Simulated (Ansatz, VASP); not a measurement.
## InPt3: VASP beside Ansatz

```
In Pt
1.0
     3.97466    0.00000    0.00000
     0.00000    3.97466    0.00000
     0.00000    0.00000    3.97466
In Pt
1 3
Direct
  0.00000 0.00000 0.00000
  0.50000 0.50000 0.00000
  0.00000 0.50000 0.50000
  0.50000 0.00000 0.50000
```

Change from the starting cell: volume scaled by 0.99.

Alike in both runs: task single point; functional PBEsol; k mesh 10 × 10 × 10; occupations fermi-dirac, width 0.05 eV; no spin polarisation.

|  | VASP | Ansatz |
| --- | --- | --- |
| version | VASP 6.6.1 | Ansatz 0.2.0 |
| potentials or method | VASP PAW PBE potentials, release 64 (In_d, Pt), cutoff 520 eV | all-electron LAPW, scalar-relativistic |

VASP gave:

- pressure (GPa): 3.1

Q: Estimate Ansatz's values.

A: Pressure (GPa): 3.2.

VASP's potentials were made for PBE, not for PBEsol. Ansatz ran all-electron here, and VASP with PAW potentials.

Spin-orbit coupling is off throughout.
